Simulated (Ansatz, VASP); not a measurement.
## One calculation of Re, two programs

```
CELL_PARAMETERS angstrom
2.75037 0.00000 0.00000
-1.37518 2.38189 0.00000
0.00000 0.00000 4.44320
ATOMIC_POSITIONS crystal
Re 0.33333 0.66667 0.25000
Re 0.66667 0.33333 0.75000
```

Alike in both runs: functional PBEsol; k mesh 18 × 18 × 10; occupations gaussian, width 0.1 eV; no spin polarisation.

Ansatz relaxed the structure, and its values are those at the end. VASP's run is a single point on that final structure, the one shown.

|  | VASP | Ansatz |
| --- | --- | --- |
| version | VASP 6.6.1 | Ansatz 0.2.0 |
| potentials or method | VASP PAW PBE potentials, release 64 (Re), cutoff 520 eV | scalar-relativistic, plane waves, PAW |
| valence electrons in the cell | 14 | 30 |

```tsv
	VASP	Ansatz	Ansatz less VASP
gap on the k mesh at the Fermi level (eV)	none	none	-
pressure (GPa)	0.0	0.0	-0.04
```

VASP's potentials were made for PBE, not for PBEsol. A gap of «none» marks a metal or a gap that the smearing closes. With one functional, cell and mesh, what is left measures potentials, basis and numerics. VASP's potentials hold 14 valence electrons a cell and Ansatz's 30, so a difference there can come from the potentials and not from the codes.

Spin-orbit coupling is off throughout.
